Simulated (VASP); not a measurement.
# Sb in VASP: a series of runs

Sb is run at these levels: PBEsol; tasks: single point.

Program: VASP 6.6.1. These are calculated values, not measurements. Logs are shortened: lines on timing, memory, paths and dates and some standing lists are left out, and cuts for length are marked.

**1. The cell of the first run**

The cell holds a slab with vacuum, 8 atoms: a = 3.315 Å, b = 5.496 Å, c = 24.570 Å, α = 90.00°, β = 90.00°, γ = 90.00°.

**2. Single point, PBEsol**

Contents of INCAR:

```
PREC     = Accurate       # precision mode
ENCUT    = 520            # plane-wave cutoff, eV
EDIFF    = 1E-6           # SCF threshold, eV
ISMEAR   = 0              # smearing method
SIGMA    = 0.1            # smearing width, eV
LREAL    = False          # projectors in reciprocal space
LASPH    = True           # aspherical terms in the spheres
NELM     = 100            # most SCF steps
ALGO     = Normal         # electronic algorithm
ISIF     = 2              # what is computed and relaxed
LWAVE    = False          # write WAVECAR
LCHARG   = False          # write CHGCAR
LDIPOL   = True         
IDIPOL   = 3            
DIPOL    = 0.5 0.5 0.500
GGA      = PS             # functional
NBANDS   = 30             # bands
```

Contents of KPOINTS:

```
regular mesh
0
Gamma
  10 7 1
```

Contents of POSCAR:

```
Sb
1.0
    3.3151761835      0.0000000000      0.0000000000
    0.0000000000      5.4956168484      0.0000000000
    0.0000000000      0.0000000000     24.5700893097
Sb
8
Direct
    0.0000000000      0.7500000000      0.3052491957
    0.5000000000      0.2500000000      0.3441993566
    0.5000000000      0.7500000000      0.4220996783
    0.0000000000      0.2500000000      0.4610498391
    0.0000000000      0.7500000000      0.5389501609
    0.5000000000      0.2500000000      0.5779003217
    0.5000000000      0.7500000000      0.6558006434
    0.0000000000      0.2500000000      0.6947508043
```

Potentials or basis: VASP PAW PBE potentials, release 64 (Sb).

Started as:

```bash
$ cat potpaw_PBE.64/Sb/POTCAR > POTCAR
$ mpirun -np 1 vasp_std > vasp.out
```

OUTCAR:

```text
PREC = Accurate
   ENCUT = 520
   EDIFF = 1E-6
   ISMEAR = 0
   LREAL = False
   LASPH = True
   NELM = 100
   ISIF = 2
   GGA = PS

 ion  position               nearest neighbor table
   1  0.000  0.750  0.305-   3 3.32   3 3.32   2 3.35   2 3.35   2 3.35   2 3.35
   2  0.500  0.250  0.344-   4 3.32   4 3.32   3 3.35   3 3.35   1 3.35   1 3.35   1 3.35   1 3.35

   3  0.500  0.750  0.422-   1 3.32   5 3.32   1 3.32   5 3.32   4 3.35   4 3.35   4 3.35   4 3.35
                             2 3.35   2 3.35
   4  0.000  0.250  0.461-   2 3.32   2 3.32   6 3.32   6 3.32   3 3.35   3 3.35   3 3.35   3 3.35
                             5 3.35   5 3.35
   5  0.000  0.750  0.539-   7 3.32   7 3.32   3 3.32   3 3.32   6 3.35   6 3.35   6 3.35   6 3.35
                             4 3.35   4 3.35
   6  0.500  0.250  0.578-   4 3.32   8 3.32   4 3.32   8 3.32   5 3.35   5 3.35   5 3.35   5 3.35
                             7 3.35   7 3.35
   7  0.500  0.750  0.656-   5 3.32   5 3.32   6 3.35   6 3.35   8 3.35   8 3.35   8 3.35   8 3.35

   8  0.000  0.250  0.695-   6 3.32   6 3.32   7 3.35   7 3.35   7 3.35   7 3.35

  LATTYP: Found a simple orthorhombic cell.
 ALAT       =     3.3151761835
 B/A-ratio  =     1.6577148677
 C/A-ratio  =     7.4113977507

  Lattice vectors:

 A1 = (   3.3151761835,   0.0000000000,   0.0000000000)
 A2 = (   0.0000000000,   5.4956168484,   0.0000000000)
 A3 = (   0.0000000000,   0.0000000000,  24.5700893097)

Analysis of symmetry for initial positions (statically):
=====================================================================
 Subroutine PRICEL returns:
 Original cell was already a primitive cell.

 Routine SETGRP: Setting up the symmetry group for a
 simple orthorhombic supercell.

 Subroutine GETGRP returns: Found  8 space group operations
 (whereof  4 operations were pure point group operations)
 out of a pool of  8 trial point group operations.

The static configuration has the point symmetry C_2h.
 The point group associated with its full space group is D_2h.

Analysis of symmetry for dynamics (positions and initial velocities):
=====================================================================
 Subroutine PRICEL returns:
 Original cell was already a primitive cell.

 Routine SETGRP: Setting up the symmetry group for a
 simple orthorhombic supercell.

 Subroutine GETGRP returns: Found  8 space group operations
 (whereof  4 operations were pure point group operations)
 out of a pool of  8 trial point group operations.

The dynamic configuration has the point symmetry C_2h.
[... 124 lines left out ...]
   EMIN   =  10.00;   EMAX   =-10.00  energy-range for DOS
   EFERMI =   0.00;   METHOD = LEGACY
   ISMEAR =     0;   SIGMA  =   0.10  broadening in eV -4-tet -1-fermi 0-gaus
   EFERMI_NEDOS =   21; number of points for ismear=-14 and -15
   IALGO  =     38    algorithm
   IMIX   =      4    mixing-type and parameters
     AMIX     =   0.40;   BMIX     =  1.00
     AMIX_MAG =   1.60;   BMIX_MAG =  1.00
  volume/ion in A,a.u.               =      55.96       377.60
  Fermi-wavevector in a.u.,A,eV,Ry     =   0.731900  1.383090  7.288330  0.535677
  Thomas-Fermi vector in A             =   1.824230
   LORBIT       =      0    0 simple, 1 ext, 2 COOP (PROOUT), +10 PAW based schemes
   GGA     = PS    functional components
   LHFCALC =     F    Hartree Fock is set to
   AEXX    =    0.0000 exact exchange contribution
   IVDW    =     0    specifies the selected vdW correction
   LEPSILON=     F    determine dielectric tensor
   LRPA    =     F    only Hartree local field effects (RPA)
 non-spin polarized calculation
 Gauss-broadening in eV      SIGMA  =   0.10
  energy-cutoff  :      520.00
  volume of cell :      447.64
 maximum number of plane-waves:     12096
 NGX is ok and might be reduce to    28
   NGX = 13   NGY = 21   NGZ = 91

 dipolmoment           0.000000      0.000000      0.000000 electrons x Angstroem

 number of electron      40.0000002 magnetization

 dipolmoment           0.000000      0.000000     -0.000000 electrons x Angstroem

 Free energy of the ion-electron system (eV)
  ---------------------------------------------------
  ext. energy  EPLUGINS =         0.00000000
  ---------------------------------------------------
  free energy    TOTEN  =       -33.58849615 eV

  energy without entropy =      -33.55410269  energy(sigma->0) =      -33.57129942

 E-fermi :   1.8533     XC(G=0):  -5.5525

 val. band max:        1.8492046880   @ k =   0.1000   0.4286   0.0000
 cond. band min:       1.8533578596   @ k =   0.1000   0.2857   0.0000
 fundamental gap:      0.0041531716
 Fermi energy:         1.8532960131

 k-point     1 :       0.0000    0.0000    0.0000
  band No.  band energies     occupation
      1     -11.1387      2.00000
      2     -10.3953      2.00000
      3      -9.3111      2.00000
      4      -8.1465      2.00000
      5      -7.3889      2.00000
      6      -6.7733      2.00000
[... 781 lines left out ...]
     29       4.0968      0.00000
     30       4.1598      0.00000

------------------------ aborting loop because EDIFF is reached ----------------------------------------

 vacuum level on the upper side and lower side of the slab       (xc-potential included)        -0.131        -0.131

  FORCE on cell =-STRESS in cart. coord.  units (eV):
  Direction    XX          YY          ZZ          XY          YZ          ZX
  --------------------------------------------------------------------------------------
  -------------------------------------------------------------------------------------
  Total       -1.3151362     -4.7085601     -3.0552779      0.0000000      0.0000000      0.0000000
  in kB       -4.7070793    -16.8526774    -10.9353203      0.0000000      0.0000000      0.0000000
  external PRESSURE =     -10.8316923 kB  Pullay stress =       0.0000000 kB

 VOLUME and BASIS-vectors are now :
 -----------------------------------------------------------------------------
  energy-cutoff  :      520.00
  volume of cell :      447.64
      direct lattice vectors                 reciprocal lattice vectors
     3.315176184  0.000000000  0.000000000     0.301643094  0.000000000  0.000000000
     0.000000000  5.495616848  0.000000000     0.000000000  0.181963195  0.000000000
     0.000000000  0.000000000 24.570089310     0.000000000  0.000000000  0.040699893

 POSITION                                       TOTAL-FORCE (eV/Angst)
 -----------------------------------------------------------------------------------
      0.00000      4.12171      7.50000         0.000000     -0.000000      0.553489
      1.65759      1.37390      8.45701         0.000000      0.000000      0.029788
      1.65759      4.12171     10.37103         0.000000     -0.000000     -0.530670
      0.00000      1.37390     11.32804         0.000000     -0.000000     -0.236818
      0.00000      4.12171     13.24205         0.000000      0.000000      0.236818
      1.65759      1.37390     14.19906         0.000000     -0.000000      0.530670
      1.65759      4.12171     16.11308         0.000000     -0.000000     -0.029788
      0.00000      1.37390     17.07009         0.000000     -0.000000     -0.553489
 -----------------------------------------------------------------------------------
    total drift:                                0.000000      0.000000     -0.000000

  FREE ENERGIE OF THE ION-ELECTRON SYSTEM (eV)
  ---------------------------------------------------
  free  energy   TOTEN  =       -33.5884961461 eV

  energy  without entropy=      -33.5541026949  energy(sigma->0) =      -33.57129942

 vacuum level on the upper side and lower side of the slab         6.017         6.017
```

stdout:

```text
POSCAR found type information on POSCAR Sb
 POSCAR found :  1 types and       8 ions
 scaLAPACK will be used
 -----------------------------------------------------------------------------
|                                                                             |
|                                                                             |
|     You enforced a specific xc type in the INCAR file but a different       |
|     I HOPE YOU KNOW WHAT YOU ARE DOING!                                     |
|                                                                             |
 -----------------------------------------------------------------------------

 LDA part: xc-table for (Slater+PW92), standard interpolation
 POSCAR, INCAR and KPOINTS ok, starting setup
 FFT: planning ... GRIDC
 FFT: planning ... GRID_SOFT
 FFT: planning ... GRID
 WAVECAR not read
 entering main loop
```

Wall time 7.7 min (1 thread of Intel Xeon Platinum 8375C at 2.90GHz (Ice Lake), shared host); peak memory 0.61 GiB.

Results:

```
Free energy            : -33.5885 eV
Largest force          : 0.553 eV/Å
Band gap on the k mesh : zero (band 20 reaches 3.69 eV, above the bottom of band 21 at 0.79 eV)
```

Forces on the atoms (eV/Å):
```
Sb   0.000  0.000  0.553
Sb   0.000  0.000  0.030
Sb   0.000  0.000 -0.531
Sb   0.000  0.000 -0.237
Sb   0.000  0.000  0.237
Sb   0.000  0.000  0.531
Sb   0.000  0.000 -0.030
Sb   0.000  0.000 -0.553
```

Caveat: the PAW data sets were made with another functional, which shifts forces and pressure a little; spin-orbit coupling is left out, which moves the levels of the heavy elements.

**3. Single point, PBEsol**

Contents of INCAR:

```
PREC = Accurate
ENCUT = 520
EDIFF = 1E-6
ISMEAR = 0
SIGMA = 0.1
LREAL = False
LASPH = True
NELM = 80
ALGO = Normal
ISIF = 2
LWAVE = False
LCHARG = True
LDIPOL = True
IDIPOL = 3
DIPOL = 0.5 0.5 0.500
GGA = PS
LELF = True
LVHAR = True
LVACPOTAV = True
NBANDS = 30
```

KPOINTS is that of step 2.

Contents of POSCAR:

```
Sb
1.0
    3.3151761835      0.0000000000      0.0000000000
    0.0000000000      5.4956168484      0.0000000000
    0.0000000000      0.0000000000     24.5700893097
Sb
8
Direct
    0.0000000000      0.7500000000      0.3135794708
    0.5000000000      0.2500000000      0.3466089804
    0.5000000000      0.7500000000      0.4177083597
    0.0000000000      0.2500000000      0.4584854052
    0.0000000000      0.7500000000      0.5415145949
    0.5000000000      0.2500000000      0.5822916394
    0.5000000000      0.7500000000      0.6533910198
    0.0000000000      0.2500000000      0.6864205298
```

Potentials or basis: VASP PAW PBE potentials, release 64 (Sb).

Started as:

```bash
$ cat potpaw_PBE.64/Sb/POTCAR > POTCAR
$ mpirun -np 1 vasp_std > vasp.out
```

Wall time 8.5 min (1 thread of Intel Xeon Platinum 8375C at 2.90GHz (Ice Lake), shared host); peak memory 0.62 GiB.

It converged, with:

* Free energy: -33.8190 eV
* Largest force: 0.014 eV/Å
* Band gap on the k mesh: zero (band 20 reaches 3.25 eV, above the bottom of band 21 at 0.83 eV)

Forces in eV/Å, atoms in the order of the input:
```
Sb   0.000  0.000 -0.014
Sb   0.000  0.000  0.009
Sb   0.000  0.000  0.004
Sb   0.000  0.000  0.003
Sb   0.000  0.000 -0.003
Sb   0.000  0.000 -0.004
Sb   0.000  0.000 -0.009
Sb   0.000  0.000  0.014
```

Levels at points of the mesh, in eV from the Fermi level:
| k point | band 17 | band 18 | band 19 | band 20 | band 21 | band 22 | band 23 | band 24 |
| --- | --- | --- | --- | --- | --- | --- | --- | --- |
| (0.00, 0.00, 0.00) | 0.50 | 0.66 | 0.89 | 0.91 | 1.09 | 2.49 | 2.50 | 2.80 |
| (0.50, 0.00, 0.00) | -2.69 | -2.43 | -2.39 | -1.22 | -1.11 | -0.89 | -0.35 | -0.29 |

Caveat: the PAW data sets were made with another functional, which shifts forces and pressure a little; spin-orbit coupling is left out, which moves the levels of the heavy elements.
